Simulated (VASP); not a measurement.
# FeSb (P6_3/mmc) in VASP: notebook, part 2 of 2

VASP 6.6.1. Earlier steps stand in the parts before.

## Step 3: Single point, LDA, collinear spin, ferromagnetic start (17.21 Å³/atom)

This run uses another cell than the first one, of 17.21 Å³/atom.

INCAR reads:

```
PREC     = Accurate       # precision mode
ENCUT    = 520            # plane-wave cutoff, eV
EDIFF    = 1E-6           # SCF threshold, eV
ISMEAR   = -1             # smearing method
SIGMA    = 0.1            # smearing width, eV
LREAL    = F              # projectors in reciprocal space
LASPH    = T              # aspherical terms in the spheres
NELM     = 150            # most SCF steps
ALGO     = Normal         # electronic algorithm
ISIF     = 2              # what is computed and relaxed
LWAVE    = F              # write WAVECAR
LCHARG   = F              # write CHGCAR
ISPIN    = 2              # spin polarisation
MAGMOM   = 3 3 0 0        # initial moments
LORBIT   = 11             # projections on sites
LMAXMIX  = 4              # l up to which the mixer works
GGA      = CA             # functional
NBANDS   = 25             # bands
```

KPOINTS reads:

```
regular mesh
0
Gamma
  8 8 6
```

POSCAR reads:

```
FeSb
1.0
    3.9771196014      0.0000000000      0.0000000000
   -1.9885598007      3.4442866087      0.0000000000
    0.0000000000      0.0000000000      5.0252767377
Fe Sb
2 2
Direct
    0.0000000000      0.0000000000      0.0000000000
    0.0000000000      0.0000000000      0.5000000000
    0.3333333333      0.6666666667      0.2500000000
    0.6666666667      0.3333333333      0.7500000000
```

Potentials or basis: VASP PAW LDA potentials, release 64 (Fe, Sb).

Launch:

```console
$ cat potpaw_LDA.64/Fe/POTCAR potpaw_LDA.64/Sb/POTCAR > POTCAR
$ mpirun -np 1 vasp_std > vasp.out
```

OUTCAR:

```text
PREC = Accurate
   ENCUT = 520
   EDIFF = 1E-6
   ISMEAR = -1
   LREAL = F
   LASPH = T
   NELM = 150
   ISIF = 2
   ISPIN = 2
   LORBIT = 11
   GGA = CA

 ion  position               nearest neighbor table
   1  0.000  0.000  0.000-   2 2.51   2 2.51   4 2.62   3 2.62   3 2.62   4 2.62   4 2.62   3 2.62

   2  0.000  0.000  0.500-   1 2.51   1 2.51   4 2.62   3 2.62   3 2.62   4 2.62   4 2.62   3 2.62

   3  0.333  0.667  0.250-   1 2.62   2 2.62   1 2.62   2 2.62   1 2.62   2 2.62   4 3.40   4 3.40
                             4 3.40   4 3.40   4 3.40   4 3.40
   4  0.667  0.333  0.750-   1 2.62   2 2.62   1 2.62   2 2.62   1 2.62   2 2.62   3 3.40   3 3.40
                             3 3.40   3 3.40   3 3.40   3 3.40

  LATTYP: Found a hexagonal cell.
 ALAT       =     3.9771196014
 C/A-ratio  =     1.2635467980

  Lattice vectors:

 A1 = (   3.9771196014,   0.0000000000,   0.0000000000)
[... 1555 lines left out ...]
 [... further k-points ...]

------------------------ aborting loop because EDIFF is reached ----------------------------------------

  FORCE on cell =-STRESS in cart. coord.  units (eV):
  Direction    XX          YY          ZZ          XY          YZ          ZX
  --------------------------------------------------------------------------------------
  -------------------------------------------------------------------------------------
  Total       -3.2961037     -3.2961037     -3.4617560      0.0000000     -0.0000000      0.0000000
  in kB      -76.7155738    -76.7155738    -80.5710676      0.0000000     -0.0000000      0.0000000
  external PRESSURE =     -78.0007384 kB  Pullay stress =       0.0000000 kB

 VOLUME and BASIS-vectors are now :
 -----------------------------------------------------------------------------
  energy-cutoff  :      520.00
  volume of cell :       68.84
      direct lattice vectors                 reciprocal lattice vectors
     3.977119601  0.000000000  0.000000000     0.251438252  0.145167942  0.000000000
    -1.988559801  3.444286609  0.000000000     0.000000000  0.290335885  0.000000000
     0.000000000  0.000000000  5.025276738     0.000000000  0.000000000  0.198994016

 POSITION                                       TOTAL-FORCE (eV/Angst)
 -----------------------------------------------------------------------------------
      0.00000      0.00000      0.00000        -0.000000     -0.000000      0.000000
      0.00000      0.00000      2.51264        -0.000000     -0.000000      0.000000
     -0.00000      2.29619      1.25632         0.000000      0.000000     -0.000000
      1.98856      1.14810      3.76896        -0.000000      0.000000      0.000000
 -----------------------------------------------------------------------------------
    total drift:                                0.000000      0.000000     -0.000000

  FREE ENERGIE OF THE ION-ELECTRON SYSTEM (eV)
  ---------------------------------------------------
  free  energy   TOTEN  =       -28.4795422536 eV

  energy  without entropy=      -28.3510155776  energy(sigma->0) =      -28.41527892

 total charge

# of ion       s       p       d       tot
------------------------------------------
    1        0.423   0.469   6.469   7.362
    2        0.423   0.469   6.469   7.362
    3        1.121   1.277   0.088   2.486
    4        1.121   1.277   0.088   2.486
--------------------------------------------------
tot          3.089   3.492  13.115  19.696

 magnetization (x)

# of ion       s       p       d       tot
------------------------------------------
    1        0.007   0.003   1.116   1.125
    2        0.007   0.003   1.116   1.125
    3       -0.003  -0.045  -0.002  -0.049
    4       -0.003  -0.045  -0.002  -0.049
--------------------------------------------------
tot          0.008  -0.083   2.227   2.152
```

OSZICAR:

```text
N       E                     dE             d eps       ncg     rms          rms(c)
DAV:   1     0.159395093323E+03    0.15940E+03   -0.10235E+04  4016   0.104E+03
DAV:   2    -0.206615872874E+02   -0.18006E+03   -0.16837E+03  4001   0.237E+02
DAV:   3    -0.297058264242E+02   -0.90442E+01   -0.86886E+01  5292   0.673E+01
DAV:   4    -0.299402898429E+02   -0.23446E+00   -0.23376E+00  4528   0.997E+00
DAV:   5    -0.299490496665E+02   -0.87598E-02   -0.87589E-02  5405   0.215E+00    0.160E+01
DAV:   6    -0.329267950896E+02   -0.29777E+01   -0.21292E+01  4773   0.758E+01    0.207E+01
DAV:   7    -0.285626983162E+02    0.43641E+01   -0.16882E+01  4814   0.583E+01    0.491E+00
DAV:   8    -0.285153322335E+02    0.47366E-01   -0.64397E-01  4629   0.482E+00    0.209E+00
DAV:   9    -0.284816476023E+02    0.33685E-01   -0.81839E-02  5304   0.377E+00    0.855E-01
DAV:  10    -0.284803622188E+02    0.12854E-02   -0.26651E-03  5003   0.404E-01    0.295E-01
DAV:  11    -0.284796645139E+02    0.69770E-03   -0.69946E-04  5918   0.270E-01    0.141E-01
DAV:  12    -0.284795482345E+02    0.11628E-03   -0.11337E-04  5935   0.125E-01    0.354E-02
DAV:  13    -0.284795426498E+02    0.55847E-05   -0.10719E-05  5838   0.289E-02    0.195E-02
DAV:  14    -0.284795422536E+02    0.39619E-06   -0.20684E-06  2950   0.162E-02
   1 F= -.28479542E+02 E0= -.28415279E+02  d E =-.128527E+00  mag=     2.1262
```

stdout:

```text
POSCAR found type information on POSCAR FeSb
 POSCAR found :  2 types and       4 ions
 scaLAPACK will be used
 LDA part: xc-table for (Slater(with rela. corr.)+CA(PZ))
 , standard interpolation
 POSCAR, INCAR and KPOINTS ok, starting setup
 FFT: planning ... GRIDC
 FFT: planning ... GRID_SOFT
 FFT: planning ... GRID
 WAVECAR not read
 entering main loop
```

Run time: 4.1 min. Hardware: 1 thread of Intel Xeon 8259CL, shared host; peak memory 0.24 GiB.

What came out:

| Property | Result |
| --- | --- |
| Free energy | -28.4795 eV |
| Pressure | -7.8 GPa |
| Net moment | 2.13 μB per cell |
| Site moments | Fe +1.12; Sb -0.05 μB |
| Valence electrons inside the program's atomic spheres | Fe 7.36; Sb 2.49 |

Caveat: the cell stands under tension; spin-orbit coupling is left out, which moves the levels of the heavy elements; the run started ferromagnetic, and an antiferromagnetic order may lie lower in energy.

## Step 4: Single point, LDA, collinear spin, ferromagnetic start

This run uses another cell than the first one, of 18.31 Å³/atom.

INCAR reads:

```
SYSTEM = FeSb
  PREC = Accurate
  ENCUT = 520
  EDIFF = 1E-6
  ISMEAR = -1
  SIGMA = 0.1
  LREAL = .False.
  LASPH = .True.
  NELM = 150
  ALGO = Normal
  ISIF = 2
  LWAVE = .False.
  LCHARG = .False.
  ISPIN = 2
  MAGMOM = 3 3 0 0
  LORBIT = 11
  LMAXMIX = 4
  GGA = CA
  NBANDS = 25
```

KPOINTS reads:

```
Automatic mesh
0
Gamma
  8 8 6
  0 0 0
```

POSCAR reads:

```
FeSb
1.0
    4.0600000000      0.0000000000      0.0000000000
   -2.0300000000      3.5160631394      0.0000000000
    0.0000000000      0.0000000000      5.1300000000
Fe Sb
2 2
Direct
    0.0000000000      0.0000000000      0.0000000000
    0.0000000000      0.0000000000      0.5000000000
    0.3333333333      0.6666666667      0.2500000000
    0.6666666667      0.3333333333      0.7500000000
```

Launch:

```console
$ cat potpaw_LDA.64/Fe/POTCAR potpaw_LDA.64/Sb/POTCAR > POTCAR
$ mpirun -np 1 vasp_std > vasp.out
```

It took 4.3 min on 1 thread of Intel Xeon 8259CL, shared host; peak memory 0.24 GiB.

It converged, with:

| Item | Value |
| --- | --- |
| Free energy | -28.1853 eV |
| Pressure | -13.2 GPa |
| Net moment | 2.59 μB per cell |
| Site moments | Fe +1.37; Sb -0.06 μB |
| Valence electrons inside the program's atomic spheres | Fe 7.23; Sb 2.45 |

Stress tensor (GPa, compression positive):
```
-12.77   0.00   0.00
  0.00 -12.77   0.00
  0.00   0.00 -13.92
```

Levels at points of the mesh, in eV from the Fermi level:
Spin up:
| k point | band 11 | band 12 | band 13 | band 14 | band 15 | band 16 | band 17 | band 18 |
| --- | --- | --- | --- | --- | --- | --- | --- | --- |
| (0.00, 0.00, 0.00) | -0.75 | -0.75 | 0.69 | 0.69 | 0.90 | 2.93 | 2.93 | 3.07 |
| (0.50, 0.00, 0.00) | -1.49 | -1.15 | -0.92 | -0.79 | -0.72 | 0.10 | 2.01 | 4.02 |
| (0.00, 0.00, 0.50) | -1.64 | -1.64 | 0.45 | 0.45 | 2.43 | 2.43 | 2.43 | 2.43 |
| (0.50, 0.00, 0.50) | -1.27 | -1.27 | -1.26 | -1.26 | 0.65 | 0.65 | 2.09 | 2.09 |
Spin down:
| k point | band 10 | band 11 | band 12 | band 13 | band 14 | band 15 |
| --- | --- | --- | --- | --- | --- | --- |
| (0.00, 0.00, 0.00) | -0.44 | 0.67 | 0.67 | 0.74 | 0.74 | 1.96 |
| (0.50, 0.00, 0.00) | -0.73 | -0.45 | -0.08 | 0.04 | 0.59 | 0.69 |
| (0.00, 0.00, 0.50) | -0.49 | -0.49 | -0.49 | 0.72 | 0.72 | 2.95 |
| (0.50, 0.00, 0.50) | -0.48 | -0.19 | -0.19 | -0.15 | -0.15 | 1.41 |

Caveat: the cell stands under tension; spin-orbit coupling is left out, which moves the levels of the heavy elements; the run started ferromagnetic, and an antiferromagnetic order may lie lower in energy.

## Step 5: Single point, LDA, collinear spin, ferromagnetic start

This run uses another cell than the first one, of 18.31 Å³/atom.

INCAR reads:

```
  PREC = Accurate
  ENCUT = 520
  EDIFF = 1E-6
  ISMEAR = -1
  SIGMA = 0.1
  LREAL = F
  LASPH = T
  NELM = 150
  ALGO = Normal
  ISIF = 2
  LWAVE = F
  LCHARG = T
  ISPIN = 2
  MAGMOM = 3 3 0 0
  LORBIT = 11
  LMAXMIX = 4
  LELF = T
  LVHAR = T
  NBANDS = 25
```

KPOINTS reads:

```
regular mesh
0
Gamma
  8 8 6
```

POSCAR is that of step 4.

Launch:

```console
$ cat potpaw_LDA.64/Fe/POTCAR potpaw_LDA.64/Sb/POTCAR > POTCAR
$ mpirun -np 1 vasp_std > vasp.out
```

Run time: 3.4 min. Hardware: 1 thread of Intel Xeon 8259CL, shared host; peak memory 0.24 GiB.

The run converged. Its results:

```yaml
Free_energy: -28.1853 eV
Pressure: -13.2 GPa
Net_moment: 2.59 μB per cell
Site_moments: Fe +1.37; Sb -0.06 μB
Valence_electrons_inside_the_program's_atomic_spheres: Fe 7.23; Sb 2.45
```

Stress tensor (GPa, compression positive):
```
-12.77   0.00   0.00
  0.00 -12.77   0.00
  0.00   0.00 -13.92
```

Levels at points of the mesh, in eV from the Fermi level:
Spin up:
```
           k point  band 11  band 12  band 13  band 14  band 15  band 16  band 17  band 18
(0.00, 0.00, 0.00)    -0.75    -0.75     0.69     0.69     0.90     2.93     2.93     3.07
(0.50, 0.00, 0.00)    -1.49    -1.15    -0.92    -0.79    -0.72     0.10     2.01     4.02
(0.00, 0.00, 0.50)    -1.64    -1.64     0.45     0.45     2.43     2.43     2.43     2.43
(0.50, 0.00, 0.50)    -1.27    -1.27    -1.26    -1.26     0.65     0.65     2.09     2.09
```
Spin down:
```tsv
k point	band 9	band 10	band 11	band 12	band 13	band 14	band 15	band 16
(0.00, 0.00, 0.00)	-0.44	-0.44	0.67	0.67	0.74	0.74	1.96	3.09
(0.50, 0.00, 0.00)	-2.05	-0.73	-0.45	-0.08	0.04	0.59	0.69	1.13
(0.00, 0.00, 0.50)	-0.49	-0.49	-0.49	-0.49	0.72	0.72	2.95	2.95
(0.50, 0.00, 0.50)	-0.48	-0.48	-0.19	-0.19	-0.15	-0.15	1.41	1.41
```

Caveat: the cell stands under tension; spin-orbit coupling is left out, which moves the levels of the heavy elements; the run started ferromagnetic, and an antiferromagnetic order may lie lower in energy.

## Step 6: Single point, LDA, collinear spin, ferromagnetic start (19.41 Å³/atom)

This run uses another cell than the first one, of 19.41 Å³/atom.

INCAR reads:

```
SYSTEM = FeSb
ALGO = Normal
EDIFF = 1E-6
ENCUT = 520
ISIF = 2
ISMEAR = -1
ISPIN = 2
LASPH = .True.
LCHARG = .False.
LMAXMIX = 4
LORBIT = 11
LREAL = .False.
LWAVE = .False.
MAGMOM = 3 3 0 0
NBANDS = 25
NELM = 150
PREC = Accurate
SIGMA = 0.1
```

KPOINTS reads:

```
k-points
0
Gamma
  8 8 6
  0 0 0
```

POSCAR reads:

```
FeSb
1.0
    4.1396280590      0.0000000000      0.0000000000
   -2.0698140295      3.5850230614      0.0000000000
    0.0000000000      0.0000000000      5.2306137790
Fe Sb
2 2
Direct
    0.0000000000      0.0000000000      0.0000000000
    0.0000000000      0.0000000000      0.5000000000
    0.3333333333      0.6666666667      0.2500000000
    0.6666666667      0.3333333333      0.7500000000
```

Potentials or basis: VASP PAW LDA potentials, release 64 (Fe, Sb).

Launch:

```console
$ cat potpaw_LDA.64/Fe/POTCAR potpaw_LDA.64/Sb/POTCAR > POTCAR
$ mpirun -np 1 vasp_std > vasp.out
```

OUTCAR:

```text
SYSTEM = FeSb
   EDIFF = 1E-6
   ENCUT = 520
   ISIF = 2
   ISMEAR = -1
   ISPIN = 2
   LASPH = .True.
   LORBIT = 11
   LREAL = .False.
   NELM = 150
   PREC = Accurate

 ion  position               nearest neighbor table
   1  0.000  0.000  0.000-   2 2.62   2 2.62   4 2.72   3 2.72   4 2.72   3 2.72   4 2.72   3 2.72

   2  0.000  0.000  0.500-   1 2.62   1 2.62   4 2.72   3 2.72   4 2.72   3 2.72   4 2.72   3 2.72

   3  0.333  0.667  0.250-   1 2.72   2 2.72   1 2.72   2 2.72   1 2.72   2 2.72   4 3.54   4 3.54
                             4 3.54   4 3.54   4 3.54   4 3.54
   4  0.667  0.333  0.750-   1 2.72   2 2.72   1 2.72   2 2.72   1 2.72   2 2.72   3 3.54   3 3.54
                             3 3.54   3 3.54   3 3.54   3 3.54

  LATTYP: Found a hexagonal cell.
 ALAT       =     4.1396280590
 C/A-ratio  =     1.2635467980

  Lattice vectors:
[... 1577 lines left out ...]

 POSITION                                       TOTAL-FORCE (eV/Angst)
 -----------------------------------------------------------------------------------
      0.00000      0.00000      0.00000         0.000000      0.000000     -0.000000
      0.00000      0.00000      2.61531        -0.000000      0.000000     -0.000000
     -0.00000      2.39002      1.30765        -0.000000      0.000000      0.000000
      2.06981      1.19501      3.92296         0.000000     -0.000000      0.000000
 -----------------------------------------------------------------------------------
    total drift:                                0.000000     -0.000000      0.000000

  FREE ENERGIE OF THE ION-ELECTRON SYSTEM (eV)
  ---------------------------------------------------
  free  energy   TOTEN  =       -27.7820550057 eV

  energy  without entropy=      -27.6083861969  energy(sigma->0) =      -27.69522060

 total charge

# of ion       s       p       d       tot
------------------------------------------
    1        0.384   0.387   6.345   7.116
    2        0.384   0.387   6.345   7.116
    3        1.137   1.217   0.064   2.418
    4        1.137   1.217   0.064   2.418
--------------------------------------------------
tot          3.043   3.207  12.818  19.068

 magnetization (x)

# of ion       s       p       d       tot
------------------------------------------
    1        0.011   0.008   1.673   1.692
    2        0.011   0.008   1.673   1.692
    3        0.003  -0.066  -0.002  -0.065
    4        0.003  -0.066  -0.002  -0.065
--------------------------------------------------
tot          0.028  -0.117   3.344   3.254
```

OSZICAR:

```text
N       E                     dE             d eps       ncg     rms          rms(c)
DAV:   1     0.152350353292E+03    0.15235E+03   -0.10067E+04  4000   0.102E+03
DAV:   2    -0.204442743681E+02   -0.17279E+03   -0.16167E+03  4015   0.230E+02
DAV:   3    -0.294503719921E+02   -0.90061E+01   -0.85780E+01  5290   0.656E+01
DAV:   4    -0.296979570465E+02   -0.24759E+00   -0.24663E+00  4528   0.996E+00
DAV:   5    -0.297069363499E+02   -0.89793E-02   -0.89780E-02  5299   0.214E+00    0.147E+01
DAV:   6    -0.344282900044E+02   -0.47214E+01   -0.27955E+01  4795   0.846E+01    0.288E+01
DAV:   7    -0.278109598615E+02    0.66173E+01   -0.27024E+01  4791   0.639E+01    0.430E+00
DAV:   8    -0.278226800943E+02   -0.11720E-01   -0.87063E-01  4240   0.458E+00    0.203E+00
DAV:   9    -0.277830667762E+02    0.39613E-01   -0.85504E-02  5430   0.372E+00    0.906E-01
DAV:  10    -0.277822535869E+02    0.81319E-03   -0.30444E-03  4875   0.432E-01    0.391E-01
DAV:  11    -0.277822987050E+02   -0.45118E-04   -0.13986E-03  5952   0.457E-01    0.281E-01
DAV:  12    -0.277820654567E+02    0.23325E-03   -0.28212E-04  5917   0.167E-01    0.104E-01
DAV:  13    -0.277820586291E+02    0.68276E-05   -0.50638E-05  6266   0.809E-02    0.612E-02
DAV:  14    -0.277820562022E+02    0.24269E-05   -0.22156E-05  5456   0.456E-02    0.214E-02
DAV:  15    -0.277820549297E+02    0.12725E-05   -0.33757E-06  3356   0.153E-02    0.384E-03
DAV:  16    -0.277820550057E+02   -0.76055E-07   -0.83696E-07  2184   0.704E-03
   1 F= -.27782055E+02 E0= -.27695221E+02  d E =-.173669E+00  mag=     3.2206
```

Wall time 3.9 min (1 thread of Intel Xeon 8259CL, shared host); peak memory 0.26 GiB.

What came out:

```yaml
Free_energy: -27.7821 eV
Pressure: -15.9 GPa
Net_moment: 3.22 μB per cell
Site_moments: Fe +1.69; Sb -0.07 μB
Valence_electrons_inside_the_program's_atomic_spheres: Fe 7.12; Sb 2.42
```

Caveat: the cell stands under tension; spin-orbit coupling is left out, which moves the levels of the heavy elements; the run started ferromagnetic, and an antiferromagnetic order may lie lower in energy.

## Step 7: Overview

```csv
cell,gap on the mesh (eV),pressure (GPa),moment (μB)
"a = 3.891, b = 3.891, c = 4.916 Å, angles 90.0, 90.0, 120.0°, 4 atoms",none,0.9,1.79
"a = 3.977, b = 3.977, c = 5.025 Å, angles 90.0, 90.0, 120.0°, 4 atoms",none,-7.8,2.13
"a = 4.060, b = 4.060, c = 5.130 Å, angles 90.0, 90.0, 120.0°, 4 atoms",none,-13.2,2.59
"a = 4.140, b = 4.140, c = 5.231 Å, angles 90.0, 90.0, 120.0°, 4 atoms",none,-15.9,3.22
```

Alike in all rows: task single point; level LDA; potentials or basis VASP PAW LDA potentials, release 64 (Fe, Sb); spin collinear, ferromagnetic start; k mesh 8 × 8 × 6; cutoff (eV) 520; smearing fermi-dirac 0.1 eV.

Caveats: spin-orbit coupling is left out, which moves the levels of the heavy elements; the run started ferromagnetic, and an antiferromagnetic order may lie lower in energy; the cell stands under tension (at least some runs).

Absolute energies hang on the potentials; compare differences alone.
